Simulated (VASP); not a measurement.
# MgCd7Te8 (P1) in VASP: single point with PBEsol

Aim: the single point of MgCd7Te8 with PBEsol.

Program: VASP 6.6.1. These are calculated values, not measurements. Logs are shortened: lines on timing, memory, paths and dates and some standing lists are left out, and cuts for length are marked.

## Step 1: The cell of the first run

The typed cell holds 64 atoms: a = 12.965 Å, b = 12.965 Å, c = 12.965 Å, α = 90.00°, β = 90.00°, γ = 90.00°.

## Step 2: Single point, PBEsol

Input file INCAR:

```
SYSTEM = MgCd7Te8
PREC = Accurate ; ENCUT = 500
EDIFF = 1E-6 ; ISMEAR = -1
SIGMA = 0.05 ; LREAL = Auto
LASPH = .TRUE. ; NELM = 120
ALGO = Normal ; ISIF = 2
LWAVE = .FALSE. ; LCHARG = .TRUE.
GGA = PS ; LELF = .TRUE.
LVHAR = .TRUE. ; ISYM = -1
NBANDS = 306 ; GGA_COMPAT = .FALSE.
```

Input file KPOINTS:

```
explicit points
1
Reciprocal
  0.25000000   0.25000000   0.25000000 1
```

Input file POSCAR:

```
MgCd7Te8
1.0
   12.9649264272      0.0000000000      0.0000000000
    0.0000000000     12.9649264272      0.0000000000
    0.0000000000      0.0000000000     12.9649264272
Cd Mg Te
28 4 32
Direct
    0.0007430000      0.9997710000      0.0000610000
    0.0010060000      0.0002720000      0.4996350000
    0.0011770000      0.4999820000      0.9997290000
    0.0002810000      0.5003520000      0.5000370000
    0.5004400000      0.9996510000      0.0001950000
    0.5007490000      0.9995600000      0.4996490000
    0.5002710000      0.5000960000      0.5001290000
    0.2507710000      0.2508700000      0.9996670000
    0.2505440000      0.2500770000      0.5001920000
    0.2514510000      0.7502450000      0.0009260000
    0.2504070000      0.7508840000      0.4995420000
    0.7510930000      0.2500790000      0.9995860000
    0.7503370000      0.2507660000      0.5003370000
    0.7501110000      0.7496680000      0.0009710000
    0.7501440000      0.7506460000      0.4994820000
    0.2496960000      0.0000440000      0.2505030000
    0.2503970000      0.9994650000      0.7500320000
    0.2502020000      0.4996770000      0.2506520000
    0.2504670000      0.4999600000      0.7510240000
    0.7502850000      0.9998190000      0.2503380000
    0.7509100000      0.0003490000      0.7501970000
    0.7495560000      0.5011230000      0.2504770000
    0.7502810000      0.5004350000      0.7495960000
    0.9997970000      0.2501320000      0.2494970000
    0.0005280000      0.7497290000      0.7499740000
    0.4999080000      0.2495860000      0.2494370000
    0.5007060000      0.2497930000      0.7502230000
    0.5005250000      0.7500540000      0.7506830000
    0.5005380000      0.4989580000      0.9993750000
    0.0000500000      0.2491240000      0.7487610000
    0.9995860000      0.7490450000      0.2487130000
    0.5000340000      0.7486960000      0.2490410000
    0.1253170000      0.1251470000      0.1246480000
    0.1250720000      0.1250430000      0.6251660000
    0.1250270000      0.6251050000      0.1253860000
    0.1257260000      0.6248310000      0.6247700000
    0.6255910000      0.1247650000      0.1244530000
    0.6252020000      0.1245770000      0.6245830000
    0.6228900000      0.6241010000      0.1242290000
    0.6252600000      0.6250750000      0.6245010000
    0.3758890000      0.3759540000      0.1243620000
    0.3752300000      0.3749840000      0.6250760000
    0.3760320000      0.8745790000      0.1262620000
    0.3754540000      0.8745770000      0.6249080000
    0.8747560000      0.3756170000      0.1249970000
    0.8761400000      0.3745000000      0.6254810000
    0.8758110000      0.8742770000      0.1253510000
    0.8753770000      0.8748820000      0.6245580000
    0.3752040000      0.1247060000      0.3748570000
    0.3750780000      0.1244070000      0.8748490000
    0.3756740000      0.6254250000      0.3743180000
    0.3760200000      0.6240400000      0.8758810000
    0.8749410000      0.1249100000      0.3749900000
    0.8764990000      0.1254970000      0.8743260000
    0.8759690000      0.6256480000      0.3742330000
    0.8751020000      0.6247120000      0.8750470000
    0.1245870000      0.3744740000      0.3746850000
    0.1236080000      0.3733460000      0.8734560000
    0.1235510000      0.8733790000      0.3733780000
    0.1254660000      0.8740460000      0.8752090000
    0.6248590000      0.3746400000      0.3745630000
    0.6249900000      0.3753530000      0.8751780000
    0.6235900000      0.8730850000      0.3730560000
    0.6256780000      0.8747750000      0.8749520000
```

Potentials or basis: VASP PAW PBE potentials, release 64 (Cd, Mg, Te).

On the command line:

```sh
cat potpaw_PBE.64/Cd/POTCAR potpaw_PBE.64/Mg/POTCAR potpaw_PBE.64/Te/POTCAR > POTCAR
mpirun -np 1 vasp_std > vasp.out
```

OUTCAR:

```text
SYSTEM = MgCd7Te8
   PREC = Accurate
   ENCUT = 500
   EDIFF = 1E-6
   ISMEAR = -1
   LREAL = Auto
   LASPH = .TRUE.
   NELM = 120
   ISIF = 2
   GGA = PS
   ISYM = -1

 ion  position               nearest neighbor table
   1  0.001  1.000  0.000-  33 2.80  60 2.81  54 2.81  47 2.81
   2  0.001  0.000  0.500-  34 2.80  53 2.81  59 2.81  48 2.81
   3  0.001  0.500  1.000-  35 2.80  58 2.81  56 2.81  45 2.81
   4  0.000  0.500  0.500-  36 2.80  55 2.81  46 2.81  57 2.81
   5  0.500  1.000  0.000-  37 2.80  64 2.81  50 2.81  43 2.81
   6  0.501  1.000  0.500-  38 2.80  49 2.81  44 2.81  63 2.81
[... 56 lines left out ...]
  63  0.624  0.873  0.373-  32 2.78  15 2.81   6 2.81  20 2.82
  64  0.626  0.875  0.875-  28 2.80   5 2.81  21 2.81  14 2.81

IMPORTANT INFORMATION: All symmetrisations will be switched off!
NOSYMM: (Re-)initialisation of all symmetry stuff for point group C_1.

----------------------------------------------------------------------------------------

                                     Primitive cell

  volume of cell :    2179.2656

  direct lattice vectors                    reciprocal lattice vectors
    12.964926427  0.000000000  0.000000000     0.077131174  0.000000000  0.000000000
     0.000000000 12.964926427  0.000000000     0.000000000  0.077131174  0.000000000
     0.000000000  0.000000000 12.964926427     0.000000000  0.000000000  0.077131174

  length of vectors
    12.964926427 12.964926427 12.964926427     0.077131174  0.077131174  0.077131174

  position of ions in fractional coordinates (direct lattice)
     0.000743000  0.999771000  0.000061000
     0.001006000  0.000272000  0.499635000
     0.001177000  0.499982000  0.999729000
     0.000281000  0.500352000  0.500037000
     0.500440000  0.999651000  0.000195000
     0.500749000  0.999560000  0.499649000
[... 56 lines left out ...]
     0.623590000  0.873085000  0.373056000
     0.625678000  0.874775000  0.874952000

  ion indices of the primitive-cell ions
   primitive index   ion index
                 1           1
                 2           2
                 3           3
                 4           4
                 5           5
                 6           6
[... 56 lines left out ...]
                63          63
                64          64

----------------------------------------------------------------------------------------

 KPOINTS: explicit points

Read explicit list of k-points.

 Found      1 k-points:

 Following reciprocal coordinates:
            Coordinates               Weight
  0.250000  0.250000  0.250000      1.000000
   k-points           NKPTS =      1   k-points in BZ     NKDIM =      1   number of bands    NBANDS=    306
   number of dos      NEDOS =    301   number of ions     NIONS =     64
   total plane-waves  NPLWV = 884736
   dimension x,y,z NGX =    96 NGY =   96 NGZ =   96
   dimension x,y,z NGXF=   192 NGYF=  192 NGZF=  192
   ions per type =              28   4  32
   NGX,Y,Z   is equivalent  to a cutoff of  12.31, 12.31, 12.31 a.u.
   NGXF,Y,Z  is equivalent  to a cutoff of  24.62, 24.62, 24.62 a.u.
 SYSTEM =  MgCd7Te8
   PREC   = accura    normal or accurate (medium, high low for compatibility)
   ISTART =      0    job   : 0-new  1-cont  2-samecut
   ICHARG =      2    charge: 1-file 2-atom 10-const
   ISPIN  =      1    spin polarized calculation?
   LNONCOLLINEAR =      F non collinear calculations
   LSORBIT =      F    spin-orbit coupling
   LASPH  =      T    aspherical Exc in radial PAW
   ENCUT  =  500.0 eV  36.75 Ry    6.06 a.u.  23.64 23.64 23.64*2*pi/ulx,y,z
   NELM   =    120;   NELMIN=  2; NELMDL= -5     # of ELM steps
   EDIFF  = 0.1E-05   stopping-criterion for ELM
   LREAL  =      T    real-space projection
   EDIFFG = 0.1E-04   stopping-criterion for IOM
   NSW    =      0    number of steps for IOM
   IBRION =     -1    ionic relax: 0-MD 1-quasi-New 2-CG
   NFREE  =      0    steps in history (QN), initial steepest desc. (CG)
   ISIF   =      2    stress and relaxation
   ISYM   =     -1    0-nonsym 1-usesym 2-fastsym
   POTIM  = 0.5000    time-step for ionic-motion
   TEBEG  =    0.0;   TEEND  =   0.0 temperature during run
   PSTRESS=    0.0 pullay stress
   NELECT =     536.0000    total number of electrons
   NUPDOWN=      -1.0000    fix difference up-down
   EMIN   =  10.00;   EMAX   =-10.00  energy-range for DOS
   EFERMI =   0.00;   METHOD = LEGACY
   ISMEAR =    -1;   SIGMA  =   0.05  broadening in eV -4-tet -1-fermi 0-gaus
   EFERMI_NEDOS =   21; number of points for ismear=-14 and -15
   IALGO  =     38    algorithm
   IMIX   =      4    mixing-type and parameters
     AMIX     =   0.40;   BMIX     =  1.00
     AMIX_MAG =   1.60;   BMIX_MAG =  1.00
  volume/ion in A,a.u.               =      34.05       229.79
  Fermi-wavevector in a.u.,A,eV,Ry     =   1.025714  1.938319 14.314549  1.052090
  Thomas-Fermi vector in A             =   2.159569
   LORBIT       =      0    0 simple, 1 ext, 2 COOP (PROOUT), +10 PAW based schemes
   GGA     = PS    functional components
   LHFCALC =     F    Hartree Fock is set to
   AEXX    =    0.0000 exact exchange contribution
   IVDW    =     0    specifies the selected vdW correction
   LEPSILON=     F    determine dielectric tensor
   LRPA    =     F    only Hartree local field effects (RPA)
 non-spin polarized calculation
  energy-cutoff  :      500.00
  volume of cell :     2179.27
 maximum number of plane-waves:     55386
 NGX is ok and might be reduce to    96
   NGX = 47   NGY = 47   NGZ = 47

 number of electron     535.9999824 magnetization

 Free energy of the ion-electron system (eV)
  ---------------------------------------------------
  ext. energy  EPLUGINS =         0.00000000
  ---------------------------------------------------
  free energy    TOTEN  =      -181.26687071 eV

  energy without entropy =     -181.26687065  energy(sigma->0) =     -181.26687068

 E-fermi :   2.9481     XC(G=0):  -8.6776

 val. band max:        2.0186579393   @ k =   0.2500   0.2500   0.2500
 cond. band min:       3.8443314544   @ k =   0.2500   0.2500   0.2500
 fundamental gap:      1.8256735151
 Fermi energy:         2.9481207944

 k-point     1 :       0.2500    0.2500    0.2500
  band No.  band energies     occupation
      1      -8.8847      2.00000
      2      -8.7668      2.00000
      3      -8.7542      2.00000
      4      -8.7242      2.00000
      5      -8.6740      2.00000
      6      -8.6539      2.00000
[... 272 lines left out ...]
    279       4.8198      0.00000
    280       4.8247      0.00000
 [bands above 280 left out]

------------------------ aborting loop because EDIFF is reached ----------------------------------------

  FORCE on cell =-STRESS in cart. coord.  units (eV):
  Direction    XX          YY          ZZ          XY          YZ          ZX
  --------------------------------------------------------------------------------------
  -------------------------------------------------------------------------------------
  Total        2.5474683      2.5990751      2.6031586     -2.6075108     -2.5261260     -2.5045443
  in kB        1.8728768      1.9108177      1.9138198     -1.9170195     -1.8571861     -1.8413194
  external PRESSURE =       1.8991714 kB  Pullay stress =       0.0000000 kB

 VOLUME and BASIS-vectors are now :
 -----------------------------------------------------------------------------
  energy-cutoff  :      500.00
  volume of cell :     2179.27
      direct lattice vectors                 reciprocal lattice vectors
    12.964926427  0.000000000  0.000000000     0.077131174  0.000000000  0.000000000
     0.000000000 12.964926427  0.000000000     0.000000000  0.077131174  0.000000000
     0.000000000  0.000000000 12.964926427     0.000000000  0.000000000  0.077131174

 POSITION                                       TOTAL-FORCE (eV/Angst)
 -----------------------------------------------------------------------------------
      0.00963     12.96196      0.00079        -0.004939      0.006740      0.005364
      0.01304      0.00353      6.47773         0.005158     -0.014745      0.001133
      0.01526      6.48223     12.96141         0.001199     -0.004169      0.012935
      0.00364      6.48703      6.48294         0.006314      0.007298      0.007760
      6.48817     12.96040      0.00253         0.000290      0.006265      0.006408
      6.49217     12.95922      6.47791         0.011854     -0.002916     -0.001244
[... 56 lines left out ...]
      8.08480     11.31948      4.83664        -0.011712      0.005765     -0.013586
      8.11187     11.34139     11.34369         0.001615     -0.005045     -0.003722
 -----------------------------------------------------------------------------------
    total drift:                                0.072925     -0.034531     -0.006803

  FREE ENERGIE OF THE ION-ELECTRON SYSTEM (eV)
  ---------------------------------------------------
  free  energy   TOTEN  =      -181.2668707111 eV

  energy  without entropy=     -181.2668706472  energy(sigma->0) =     -181.26687068
```

Run time: 23 min. Hardware: 1 thread of Intel Xeon Platinum 8488C (Sapphire Rapids), shared host; peak memory 1.7 GiB.

What came out:

| Item | Value |
| --- | --- |
| Free energy | -181.2669 eV |
| Pressure | 0.2 GPa |
| Largest force | 0.040 eV/Å |
| Band gap on the k mesh | 1.83 eV |

Forces in eV/Å, atoms in the order of the input:
```
Cd  -0.005  0.007  0.005
Cd   0.005 -0.015  0.001
Cd   0.001 -0.004  0.013
Cd   0.006  0.007  0.008
Cd   0.000  0.006  0.006
Cd   0.012 -0.003 -0.001
Cd   0.000  0.007 -0.009
Cd  -0.009  0.005  0.017
Cd   0.002  0.011 -0.001
Cd  -0.007 -0.011 -0.003
Cd  -0.005 -0.016  0.001
Cd  -0.002  0.011  0.010
Cd   0.008  0.003  0.000
Cd   0.006  0.000  0.001
Cd   0.015  0.003  0.000
Cd   0.002 -0.002  0.006
Cd  -0.005  0.007  0.005
Cd   0.007  0.014  0.000
Cd  -0.014  0.007  0.000
Cd   0.000 -0.009  0.010
Cd   0.006  0.002  0.008
Cd   0.013 -0.002 -0.003
Cd   0.015 -0.014  0.010
Cd  -0.003 -0.004  0.000
Cd  -0.003  0.001  0.001
Cd   0.017  0.013  0.001
Cd   0.000  0.005  0.002
Cd   0.000 -0.015 -0.004
Mg  -0.004  0.011 -0.003
Mg   0.002 -0.001  0.007
Mg   0.013  0.005  0.010
Mg  -0.011 -0.004  0.002
Te   0.007  0.003 -0.013
Te  -0.013  0.016  0.031
Te  -0.015  0.018  0.014
Te   0.006 -0.005 -0.007
Te   0.001  0.000 -0.006
Te  -0.003 -0.007 -0.005
Te  -0.019  0.000 -0.009
Te  -0.008  0.007 -0.002
Te  -0.001 -0.004 -0.018
Te   0.007 -0.015  0.005
Te   0.012  0.001  0.009
Te   0.001 -0.003 -0.006
Te  -0.010  0.009 -0.009
Te  -0.001 -0.006  0.018
Te   0.010 -0.009  0.015
Te   0.000 -0.005 -0.005
Te  -0.012 -0.012 -0.005
Te   0.009  0.000 -0.001
Te   0.020  0.017 -0.013
Te   0.016 -0.004  0.016
Te  -0.013 -0.003 -0.012
Te   0.006  0.004 -0.016
Te  -0.001  0.013 -0.010
Te  -0.006  0.003 -0.002
Te   0.008 -0.013  0.006
Te  -0.005 -0.017 -0.022
Te  -0.026 -0.015 -0.026
Te   0.004 -0.002 -0.011
Te  -0.017 -0.008 -0.006
Te  -0.011  0.010  0.006
Te  -0.012  0.006 -0.014
Te   0.002 -0.005 -0.004
```

Caveat: the PAW data sets were made with another functional, which shifts forces and pressure a little; spin-orbit coupling is left out, which moves the levels of the heavy elements; a shifted mesh leaves out Γ, where band edges can lie. A k mesh can miss the band edges.
